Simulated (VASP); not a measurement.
Runs of VASP 6.6.1 on SnO. The structure is that of space group P4/nmm (No. 129), or close to it. The cells are those of the table. 

```tsv
task	potentials or basis	cell	cutoff (eV)	gap on the mesh (eV)	pressure (GPa)	largest force (eV/Å)
electric field gradients	VASP PAW PBE potentials, release 64 (Sn_d, O_h)	a = 3.764, b = 3.764, c = 4.836 Å, 4 atoms	910	none	2.2	0.40
single point	VASP PAW PBE potentials, release 64 (Sn_d, O)	a = 3.802, b = 3.802, c = 4.836 Å, angles 91.1°, 4 atoms	520	none	0.3	0.24
electric field gradients	VASP PAW PBE potentials, release 64 (Sn_d, O)	a = 3.877, b = 3.877, c = 4.931 Å, 4 atoms	520	0.21	-4.8	0.61
electric field gradients	VASP PAW PBE potentials, release 64 (Sn_d, O)	a = 3.815, b = 3.815, c = 4.852 Å, 4 atoms	520	0.04	(a)	-
electric field gradients	VASP PAW PBE potentials, release 64 (Sn_d, O)	a = 3.827, b = 3.827, c = 4.868 Å, 4 atoms	520	(c)	(b)	0.13
single point	VASP PAW PBE potentials, release 64 (Sn_d, O)	a = 3.802, b = 3.802, c = 4.836 Å, angles 89.4°, 4 atoms	520	none	0.2	0.17
electric field gradients	VASP PAW PBE potentials, release 64 (Sn_d, O)	a = 3.802, b = 3.802, c = 4.836 Å, angles 91.1°, 4 atoms	520	none	0.3	0.24
```

Alike in all rows: level PBEsol; no spin polarisation; k mesh 8 × 8 × 6; smearing fermi-dirac 0.01 eV.

Question: Estimate the missing entries.

Answer: (a) -0.7; (b) -1.6; (c) 0.08.

Caveats: the PAW data sets were made with another functional, which shifts forces and pressure a little; spin-orbit coupling is left out, which moves the levels of the heavy elements; semilocal functionals underestimate gaps, so a narrow gap can read as zero (at least some runs); the cutoff is under 1.25 times the usual one of these potentials, so pressure, stress and relaxed cells hold a basis-set (Pulay) error (at least some runs); the cell stands under tension (at least some runs).

A k mesh can miss the band edges, and the runs leave out spin-orbit coupling on Sn.

A gap of «none» marks levels without a gap at the run's occupations.
